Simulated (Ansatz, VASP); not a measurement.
CO2: VASP beside Ansatz

```
CELL_PARAMETERS angstrom
5.87821 0.00000 0.00000
0.00000 5.87821 0.00000
0.00000 0.00000 6.02164
ATOMIC_POSITIONS crystal
C 0.00000 0.00000 0.00000
C 0.50000 0.00000 0.50000
C 0.50000 0.50000 0.00000
C 0.00000 0.50000 0.50000
O 0.11148 0.11148 0.11148
O 0.38852 0.88852 0.61148
O 0.61148 0.38852 0.88852
O 0.88852 0.61148 0.38852
O 0.88852 0.88852 0.88852
O 0.61148 0.11148 0.38852
O 0.38852 0.61148 0.11148
O 0.11148 0.38852 0.61148
```

Alike in both runs: task single point; functional PBE; k mesh 4 × 4 × 4; occupations gaussian, width 0.05 eV; no spin polarisation.

|  | VASP | Ansatz |
| --- | --- | --- |
| version | VASP 6.6.1 | Ansatz 0.2.0 |
| potentials or method | VASP PAW PBE potentials, release 64 (C, O), cutoff 520 eV | scalar-relativistic, plane waves, PAW |
| valence electrons in the cell | 64 | 64 |

```tsv
	VASP	Ansatz	Ansatz less VASP
gap on the k mesh at the Fermi level (eV)	6.82	6.84	+0.013
least direct gap on the mesh (eV)	6.82	6.84	+0.013
pressure (GPa)	8.3	6.7	-1.55
traceless stress, the component that is largest in VASP (GPa)	0.20	0.14	-0.055
rms of the force components (eV/Å)	1.683	1.321	-0.3624
```

Atom by atom the forces differ by 0.362 eV/Å (rms over components).

Noted on VASP's run: the standard files for N, O and F lose accuracy on very short bonds.
